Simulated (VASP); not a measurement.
## Ta2N: single point with PBE

The system is Ta2N.

```xyz
3
Lattice="3.1129 0.0000 0.0000 -1.5564 2.6958 0.0000 0.0000 0.0000 4.8698" Properties=species:S:1:pos:R:3 pbc="T T T"
Ta    1.5564    0.8986    3.6294
Ta   -0.0295    1.7638    1.2344
N     0.0000    0.0000    0.0000
```

This cell differs from its parent crystal: one atom moved.

```json
{
  "Program": "VASP 6.6.1",
  "Task": "single point",
  "Functional": "PBE",
  "Potentials or basis": "VASP PAW PBE potentials, release 64 (Ta_pv, N)",
  "Cutoff": "520 eV",
  "k mesh": "15 × 15 × 8",
  "Occupations": "gaussian, width 0.1 eV",
  "Spin": "no spin polarisation",
  "Dipole correction": "no",
  "Further INCAR settings": "ALGO = Normal; EDIFF = 1e-06; NBANDS = 20"
}
```

```yaml
Pressure: -0.7 GPa
Largest_force: 0.287 eV/Å
Band_gap_on_the_k_mesh: zero (an odd number of electrons rules out a gap without spin polarisation)
```

Forces in eV/Å, atoms in the order of the input:
```
Ta   0.004  0.007 -0.045
Ta   0.167  0.210  0.100
N   -0.171 -0.217 -0.055
```

Stress tensor (GPa, compression positive):
```
-1.02 -0.07  0.43
-0.07 -0.70  0.63
 0.43  0.63 -0.26
```

Levels at points of the mesh, in eV from the Fermi level:
```tsv
k point	band 9	band 10	band 11	band 12	band 13	band 14	band 15	band 16	band 17	band 18
(0.00, 0.00, 0.00)	-6.08	-6.03	-4.96	-0.68	-0.27	-0.17	0.16	0.32	0.39	1.09
(0.00, 0.00, 0.50)	-6.26	-6.19	-2.83	-2.66	-1.13	-1.08	1.74	1.86	2.26	2.32
```

Run time: 5 min on 1 thread of Intel(R) Xeon(R) Platinum 8488C (Sapphire Rapids) (shared host), peak memory 0.69 GiB.

Caveat: the cell differs from its parent crystal (one atom moved); spin-orbit coupling is left out, which moves the levels of the heavy elements.
